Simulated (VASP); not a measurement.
# BeTe (F-43m) in VASP: further runs

The runs below take BeTe through single point, relaxation of cell and atoms, with PBEsol.

Everything below comes from runs of VASP 6.6.1. Logs are shortened: lines on timing, memory, paths and dates and some standing lists are left out, and cuts for length are marked.

### Step 1. The cell of the first run

The structure is cubic, space group F-43m (No. 216). Conventional cell: a = 5.606 Å, b = 5.606 Å, c = 5.606 Å, α = 90.00°, β = 90.00°, γ = 90.00°. Be (site symmetry -43m) has 4 Te at 2.43 Å within 3.2 Å. Te (site symmetry -43m) has 4 Be at 2.43 Å within 3.2 Å.

### Step 2. Single point, PBEsol

Input file INCAR:

```
SYSTEM = BeTe
PREC     = Accurate       ! precision mode
ENCUT    = 520            ! plane-wave cutoff, eV
EDIFF    = 1E-6           ! SCF threshold, eV
ISMEAR   = 0              ! smearing method
SIGMA    = 0.02           ! smearing width, eV
LREAL    = .FALSE.        ! projectors in reciprocal space
LASPH    = .TRUE.         ! aspherical terms in the spheres
NELM     = 60             ! most SCF steps
ALGO     = Normal         ! electronic algorithm
ISIF     = 2              ! what is computed and relaxed
LWAVE    = .FALSE.        ! write WAVECAR
LCHARG   = .FALSE.        ! write CHGCAR
GGA      = PS             ! functional
NBANDS   = 26             ! bands
```

Input file KPOINTS:

```
Automatic mesh
0
G
  6 6 6
  0 0 0
```

Input file POSCAR:

```
BeTe
1.0
    5.6059105095      0.0000000000      0.0000000000
    0.0000000000     -5.6059105095      0.0000000000
    0.0000000000      0.0000000000     -5.6059105095
Be Te
4 4
Direct
    0.0000000000      0.0000000000      0.0000000000
    0.5000000000      0.5000000000      0.0000000000
    0.5000000000      0.0000000000      0.5000000000
    0.0000000000      0.5000000000      0.5000000000
    0.7500000000      0.7500000000      0.7500000000
    0.2500000000      0.2500000000      0.7500000000
    0.2500000000      0.7500000000      0.2500000000
    0.7500000000      0.2500000000      0.2500000000
```

Potentials or basis: VASP PAW PBE potentials, release 64 (Be, Te).

Started as:

```
cat potpaw_PBE.64/Be/POTCAR potpaw_PBE.64/Te/POTCAR > POTCAR
mpirun -np 1 vasp_std > vasp.out
```

OUTCAR:

```text
SYSTEM = BeTe
   PREC = Accurate
   ENCUT = 520
   EDIFF = 1E-6
   ISMEAR = 0
   LREAL = .FALSE.
   LASPH = .TRUE.
   NELM = 60
   ISIF = 2
   GGA = PS

 ion  position               nearest neighbor table
   1  0.000  0.000  0.000-   5 2.43   6 2.43   7 2.43   8 2.43
   2  0.500  0.500  0.000-   5 2.43   6 2.43   7 2.43   8 2.43
   3  0.500  0.000  0.500-   5 2.43   6 2.43   7 2.43   8 2.43
   4  0.000  0.500  0.500-   5 2.43   6 2.43   7 2.43   8 2.43
   5  0.750  0.750  0.750-   1 2.43   2 2.43   3 2.43   4 2.43
   6  0.250  0.250  0.750-   1 2.43   2 2.43   3 2.43   4 2.43
   7  0.250  0.750  0.250-   1 2.43   2 2.43   3 2.43   4 2.43
   8  0.750  0.250  0.250-   1 2.43   2 2.43   3 2.43   4 2.43

  LATTYP: Found a simple cubic cell.
 ALAT       =     5.6059105095

  Lattice vectors:

 A1 = (   5.6059105095,   0.0000000000,   0.0000000000)
 A2 = (   0.0000000000,  -5.6059105095,   0.0000000000)
 A3 = (   0.0000000000,   0.0000000000,  -5.6059105095)

Analysis of symmetry for initial positions (statically):
=====================================================================
 Subroutine PRICEL returns following result:

  LATTYP: Found a face centered cubic cell.
 ALAT       =     5.6059105095

  Lattice vectors:

 A1 = (   2.8029552548,   2.8029552548,   0.0000000000)
 A2 = (   2.8029552548,   0.0000000000,  -2.8029552547)
 A3 = (   0.0000000000,   2.8029552548,  -2.8029552548)

   4 primitive cells build up your supercell.

 Routine SETGRP: Setting up the symmetry group for a
 simple cubic supercell.

 Subroutine GETGRP returns: Found 24 space group operations
 (whereof 24 operations were pure point group operations)
 out of a pool of 48 trial point group operations.

The static configuration has the point symmetry T_d .

Analysis of symmetry for dynamics (positions and initial velocities):
=====================================================================
 Subroutine PRICEL returns following result:

  LATTYP: Found a face centered cubic cell.
 ALAT       =     5.6059105095

  Lattice vectors:

 A1 = (   2.8029552548,   2.8029552548,   0.0000000000)
 A2 = (   2.8029552548,   0.0000000000,  -2.8029552547)
 A3 = (   0.0000000000,   2.8029552548,  -2.8029552548)

   4 primitive cells build up your supercell.

 Routine SETGRP: Setting up the symmetry group for a
 simple cubic supercell.

 Subroutine GETGRP returns: Found 24 space group operations
 (whereof 24 operations were pure point group operations)
 out of a pool of 48 trial point group operations.

The dynamic configuration has the point symmetry T_d .

 Subroutine INISYM returns: Found 24 space group operations
 (whereof 24 operations are pure point group operations),
 and found     4 'primitive' translations

----------------------------------------------------------------------------------------

                                     Primitive cell

  volume of cell :      44.0432

  direct lattice vectors                    reciprocal lattice vectors
     2.802955255  2.802955255  0.000000000     0.178383154  0.178383154  0.178383154
     2.802955255  0.000000000 -2.802955255     0.178383154 -0.178383154 -0.178383154
     0.000000000  2.802955255 -2.802955255    -0.178383154  0.178383154 -0.178383154

  length of vectors
     3.963977336  3.963977336  3.963977336     0.308968687  0.308968687  0.308968687

  position of ions in fractional coordinates (direct lattice)
     0.000000000  0.000000000  0.000000000
     0.250000000  0.250000000  0.250000000

  ion indices of the primitive-cell ions
   primitive index   ion index
                 1           1
                 2           5

----------------------------------------------------------------------------------------

 KPOINTS: Automatic mesh

Automatic generation of k-mesh.
 Grid dimensions read from file:
 generate k-points for:    6    6    6

 Generating k-lattice:

  Cartesian coordinates                     Fractional coordinates (reciprocal lattice)
     0.029730526  0.000000000  0.000000000     0.166666667  0.000000000  0.000000000
     0.000000000 -0.029730526  0.000000000     0.000000000  0.166666667  0.000000000
     0.000000000  0.000000000 -0.029730526     0.000000000  0.000000000  0.166666667

  Length of vectors
     0.029730526  0.029730526  0.029730526

  Shift w.r.t. Gamma in fractional coordinates (k-lattice)
     0.000000000  0.000000000  0.000000000

 Subroutine IBZKPT returns following result:
 ===========================================

 Found     20 irreducible k-points:

 Following reciprocal coordinates:
            Coordinates               Weight
  0.000000  0.000000  0.000000      1.000000
  0.166667  0.000000  0.000000      6.000000
  0.333333  0.000000  0.000000      6.000000
  0.500000  0.000000  0.000000      3.000000
  0.166667  0.166667  0.000000     12.000000
  0.333333  0.166667  0.000000     24.000000
[... 12 lines left out ...]
  0.500000  0.500000  0.333333      6.000000
  0.500000  0.500000  0.500000      1.000000
   k-points           NKPTS =     20   k-points in BZ     NKDIM =     20   number of bands    NBANDS=     26
   number of dos      NEDOS =    301   number of ions     NIONS =      8
   total plane-waves  NPLWV =  74088
   dimension x,y,z NGX =    42 NGY =   42 NGZ =   42
   dimension x,y,z NGXF=    84 NGYF=   84 NGZF=   84
   ions per type =               4   4
   NGX,Y,Z   is equivalent  to a cutoff of  12.46, 12.46, 12.46 a.u.
   NGXF,Y,Z  is equivalent  to a cutoff of  24.91, 24.91, 24.91 a.u.
 SYSTEM =  BeTe
   PREC   = accura    normal or accurate (medium, high low for compatibility)
   ISTART =      0    job   : 0-new  1-cont  2-samecut
   ICHARG =      2    charge: 1-file 2-atom 10-const
   ISPIN  =      1    spin polarized calculation?
   LNONCOLLINEAR =      F non collinear calculations
   LSORBIT =      F    spin-orbit coupling
   LASPH  =      T    aspherical Exc in radial PAW
   ENCUT  =  520.0 eV  38.22 Ry    6.18 a.u.  10.42 10.42 10.42*2*pi/ulx,y,z
   NELM   =     60;   NELMIN=  2; NELMDL= -5     # of ELM steps
   EDIFF  = 0.1E-05   stopping-criterion for ELM
   LREAL  =      F    real-space projection
   EDIFFG = 0.1E-04   stopping-criterion for IOM
   NSW    =      0    number of steps for IOM
   IBRION =     -1    ionic relax: 0-MD 1-quasi-New 2-CG
   NFREE  =      0    steps in history (QN), initial steepest desc. (CG)
   ISIF   =      2    stress and relaxation
   ISYM   =      2    0-nonsym 1-usesym 2-fastsym
   POTIM  = 0.5000    time-step for ionic-motion
   TEBEG  =    0.0;   TEEND  =   0.0 temperature during run
   PSTRESS=    0.0 pullay stress
   NELECT =      32.0000    total number of electrons
   NUPDOWN=      -1.0000    fix difference up-down
   EMIN   =  10.00;   EMAX   =-10.00  energy-range for DOS
   EFERMI =   0.00;   METHOD = LEGACY
   ISMEAR =     0;   SIGMA  =   0.02  broadening in eV -4-tet -1-fermi 0-gaus
   EFERMI_NEDOS =   21; number of points for ismear=-14 and -15
   IALGO  =     38    algorithm
   IMIX   =      4    mixing-type and parameters
     AMIX     =   0.40;   BMIX     =  1.00
     AMIX_MAG =   1.60;   BMIX_MAG =  1.00
  volume/ion in A,a.u.               =      22.02       148.61
  Fermi-wavevector in a.u.,A,eV,Ry     =   0.927140  1.752041 11.695413  0.859589
  Thomas-Fermi vector in A             =   2.053178
   LORBIT       =      0    0 simple, 1 ext, 2 COOP (PROOUT), +10 PAW based schemes
   GGA     = PS    functional components
   LHFCALC =     F    Hartree Fock is set to
   AEXX    =    0.0000 exact exchange contribution
   IVDW    =     0    specifies the selected vdW correction
   LEPSILON=     F    determine dielectric tensor
   LRPA    =     F    only Hartree local field effects (RPA)
 non-spin polarized calculation
 Gauss-broadening in eV      SIGMA  =   0.02
  energy-cutoff  :      520.00
  volume of cell :      176.17
 maximum number of plane-waves:      4780
 NGX is ok and might be reduce to    42
   NGX = 21   NGY = 21   NGZ = 21

 number of electron      32.0000004 magnetization

 Free energy of the ion-electron system (eV)
  ---------------------------------------------------
  ext. energy  EPLUGINS =         0.00000000
  ---------------------------------------------------
  free energy    TOTEN  =       -32.86638688 eV

  energy without entropy =      -32.86638688  energy(sigma->0) =      -32.86638688

 E-fermi :   5.2535     XC(G=0):  -9.2567

 val. band max:        5.1595029146   @ k =   0.0000   0.0000   0.0000
 cond. band min:       6.9791463813   @ k =   0.0000   0.0000   0.0000
 fundamental gap:      1.8196434667
 Fermi energy:         5.2535118164

 k-point     1 :       0.0000    0.0000    0.0000
  band No.  band energies     occupation
      1      -7.2657      2.00000
      2      -5.3761      2.00000
      3      -5.3761      2.00000
      4      -5.3761      2.00000
      5      -0.0446      2.00000
      6      -0.0446      2.00000
[... 18 lines left out ...]
     25       8.7473      0.00000
     26       8.9925      0.00000

 k-point     2 :       0.1667    0.0000    0.0000
  band No.  band energies     occupation
      1      -7.1753      2.00000
      2      -5.5674      2.00000
      3      -5.3671      2.00000
      4      -5.3671      2.00000
      5       0.0493      2.00000
      6       0.0493      2.00000
[... 18 lines left out ...]
     25       9.2283      0.00000
     26       9.5889      0.00000

 k-point     3 :       0.3333    0.0000    0.0000
  band No.  band energies     occupation
      1      -6.9119      2.00000
      2      -6.0122      2.00000
      3      -5.3490      2.00000
      4      -5.3490      2.00000
      5       0.3034      2.00000
      6       0.3034      2.00000
[... 18 lines left out ...]
     25      10.3182      0.00000
     26      10.3182      0.00000

 k-point     4 :       0.5000    0.0000    0.0000
  band No.  band energies     occupation
      1      -6.5033      2.00000
      2      -6.5033      2.00000
      3      -5.3397      2.00000
      4      -5.3397      2.00000
      5       0.5158      2.00000
      6       0.5158      2.00000
[... 18 lines left out ...]
     25      10.7063      0.00000
     26      10.7063      0.00000

 k-point     5 :       0.1667    0.1667    0.0000
  band No.  band energies     occupation
      1      -7.0869      2.00000
      2      -5.5446      2.00000
      3      -5.5446      2.00000
      4      -5.3699      2.00000
      5       0.1385      2.00000
      6       0.3113      2.00000
[... 18 lines left out ...]
     25       9.2261      0.00000
     26      10.4125      0.00000

 k-point     6 :       0.3333    0.1667    0.0000
  band No.  band energies     occupation
      1      -6.8302      2.00000
      2      -5.9637      2.00000
      3      -5.4880      2.00000
      4      -5.3858      2.00000
      5       0.3608      2.00000
      6       0.3919      2.00000
[... 311 lines left out ...]
 k-point    17 :       0.3333    0.3333    0.3333
  band No.  band energies     occupation
      1      -6.3359      2.00000
      2      -5.7805      2.00000
      3      -5.7805      2.00000
      4      -5.7805      2.00000
      5      -0.1274      2.00000
      6      -0.1274      2.00000
[... 18 lines left out ...]
     25      10.2887      0.00000
     26      10.8542      0.00000

 k-point    18 :       0.5000    0.3333    0.3333
  band No.  band energies     occupation
      1      -6.0635      2.00000
      2      -6.0635      2.00000
      3      -5.7626      2.00000
      4      -5.7626      2.00000
      5      -0.3059      2.00000
      6      -0.3059      2.00000
[... 18 lines left out ...]
     25      10.1695      0.00000
     26      10.1695      0.00000

 k-point    19 :       0.5000    0.5000    0.3333
  band No.  band energies     occupation
      1      -5.9013      2.00000
      2      -5.9013      2.00000
      3      -5.9013      2.00000
      4      -5.9013      2.00000
      5      -0.3043      2.00000
      6      -0.3043      2.00000
[... 18 lines left out ...]
     25       9.8988      0.00000
     26       9.8988      0.00000

 k-point    20 :       0.5000    0.5000    0.5000
  band No.  band energies     occupation
      1      -5.8814      2.00000
      2      -5.8814      2.00000
      3      -5.8814      2.00000
      4      -5.8814      2.00000
      5      -0.5052      2.00000
      6      -0.5052      2.00000
[... 18 lines left out ...]
     25       9.7099      0.00000
     26       9.7099      0.00000

------------------------ aborting loop because EDIFF is reached ----------------------------------------

  FORCE on cell =-STRESS in cart. coord.  units (eV):
  Direction    XX          YY          ZZ          XY          YZ          ZX
  --------------------------------------------------------------------------------------
  -------------------------------------------------------------------------------------
  Total        0.2334492      0.2334492      0.2334492      0.0000000      0.0000000      0.0000000
  in kB        2.1230707      2.1230707      2.1230707      0.0000000      0.0000000      0.0000000
  external PRESSURE =       2.1230707 kB  Pullay stress =       0.0000000 kB

 VOLUME and BASIS-vectors are now :
 -----------------------------------------------------------------------------
  energy-cutoff  :      520.00
  volume of cell :      176.17
      direct lattice vectors                 reciprocal lattice vectors
     5.605910510  0.000000000  0.000000000     0.178383154  0.000000000  0.000000000
     0.000000000 -5.605910510  0.000000000     0.000000000 -0.178383154  0.000000000
     0.000000000  0.000000000 -5.605910510     0.000000000  0.000000000 -0.178383154

 POSITION                                       TOTAL-FORCE (eV/Angst)
 -----------------------------------------------------------------------------------
      0.00000      0.00000      0.00000         0.000000      0.000000     -0.000000
      2.80296     -2.80296      0.00000         0.000000      0.000000     -0.000000
      2.80296      0.00000     -2.80296         0.000000      0.000000     -0.000000
      0.00000     -2.80296     -2.80296         0.000000      0.000000     -0.000000
      4.20443     -4.20443     -4.20443         0.000000     -0.000000     -0.000000
      1.40148     -1.40148     -4.20443        -0.000000      0.000000      0.000000
      1.40148     -4.20443     -1.40148        -0.000000     -0.000000      0.000000
      4.20443     -1.40148     -1.40148        -0.000000     -0.000000      0.000000
 -----------------------------------------------------------------------------------
    total drift:                               -0.000000     -0.000000     -0.000000

  FREE ENERGIE OF THE ION-ELECTRON SYSTEM (eV)
  ---------------------------------------------------
  free  energy   TOTEN  =       -32.8663868770 eV

  energy  without entropy=      -32.8663868770  energy(sigma->0) =      -32.86638688
```

It took 2 min on 1 thread of Intel Xeon 8259CL, shared host; peak memory 0.29 GiB.

Results:

```yaml
Free_energy: -32.8664 eV
Pressure: 0.2 GPa
Band_gap_on_the_k_mesh: 1.82 eV
```

Levels at points of the mesh, in eV from the valence-band top:
```tsv
k point	band 13	band 14	band 15	band 16	band 17	band 18	band 19	band 20
(0.00, 0.00, 0.00)	-2.71	0.00	0.00	0.00	1.82	1.82	1.82	2.59
(0.50, 0.00, 0.00)	-1.73	-1.73	-1.73	-1.73	2.53	2.53	4.33	4.33
(0.50, 0.50, 0.00)	-1.24	-1.24	-1.24	-1.24	3.70	3.70	3.70	3.70
(0.50, 0.50, 0.50)	-1.16	-1.16	-1.16	-1.16	3.07	3.07	3.07	3.07
```

Caveat: the PAW data sets were made with another functional, which shifts forces and pressure a little; spin-orbit coupling is left out, which moves the levels of the heavy elements.

### Step 3. Relaxation of cell and atoms, PBEsol

Input file INCAR:

```
ALGO     = Normal         # electronic algorithm
EDIFF    = 1E-6           # SCF threshold, eV
EDIFFG   = -0.015         # ionic threshold
ENCUT    = 600            # plane-wave cutoff, eV
GGA      = PS             # functional
IBRION   = 2              # ionic algorithm
ISIF     = 3              # what is computed and relaxed
ISMEAR   = 0              # smearing method
LASPH    = T              # aspherical terms in the spheres
LCHARG   = F              # write CHGCAR
LREAL    = F              # projectors in reciprocal space
LWAVE    = F              # write WAVECAR
NELM     = 80             # most SCF steps
NSW      = 80             # ionic steps
PREC     = Accurate       # precision mode
SIGMA    = 0.02           # smearing width, eV
```

Input file KPOINTS:

```
k-points
0
Gamma
  6 6 6
```

POSCAR is that of step 2.

Potentials or basis: VASP PAW PBE potentials, release 64 (Be, Te).

Started as:

```
cat potpaw_PBE.64/Be/POTCAR potpaw_PBE.64/Te/POTCAR > POTCAR
mpirun -np 1 vasp_std > vasp.out
```

Wall time 2.9 min (1 thread of Intel Xeon 8259CL, shared host); peak memory 0.38 GiB.

The run converged. Its results:

```
Free energy                           : -32.8668 eV
Relaxed volume                        : 22.11 Å³/atom
Relaxed cell                          : a = 5.614 Å, b = 5.614 Å, c = 5.614 Å, α = 90.00°, β = 90.00°, γ = 90.00°
Space group after relaxing (to 0.1 Å) : F-43m (No. 216)
Energy gained by relaxing             : 0.0 meV/atom
Ionic steps                           : 2
Pressure after relaxing               : 0.0 GPa
Band gap on the k mesh                : 1.83 eV
```

The path:
| step | energy change (eV) | largest force (eV/Å) | pressure (GPa) | volume (Å³) |
| --- | --- | --- | --- | --- |
| 1 | 0.0000 | 0.0000 | 0.21 | 176.17 |
| 2 | -0.0003 | 0.0000 | -0.05 | 176.92 |

Final structure:
```
Be Te
1.0
     5.61379    0.00000    0.00000
     0.00000   -5.61379    0.00000
     0.00000    0.00000   -5.61379
Be Te
4 4
Direct
  0.00000 0.00000 0.00000
  0.50000 0.50000 0.00000
  0.50000 0.00000 0.50000
  0.00000 0.50000 0.50000
  0.75000 0.75000 0.75000
  0.25000 0.25000 0.75000
  0.25000 0.75000 0.25000
  0.75000 0.25000 0.25000
```

Levels at points of the mesh, in eV from the valence-band top:
```tsv
k point	band 14	band 15	band 16	band 17	band 18	band 19
(0.00, 0.00, 0.00)	0.00	0.00	0.00	1.83	1.83	1.83
(0.50, 0.00, 0.00)	-1.72	-1.72	-1.72	2.53	2.53	4.32
(0.50, 0.50, 0.00)	-1.23	-1.23	-1.23	3.70	3.70	3.70
(0.50, 0.50, 0.50)	-1.15	-1.15	-1.15	3.06	3.06	3.06
```

Caveat: the PAW data sets were made with another functional, which shifts forces and pressure a little; spin-orbit coupling is left out, which moves the levels of the heavy elements. A k mesh can miss the band edges.
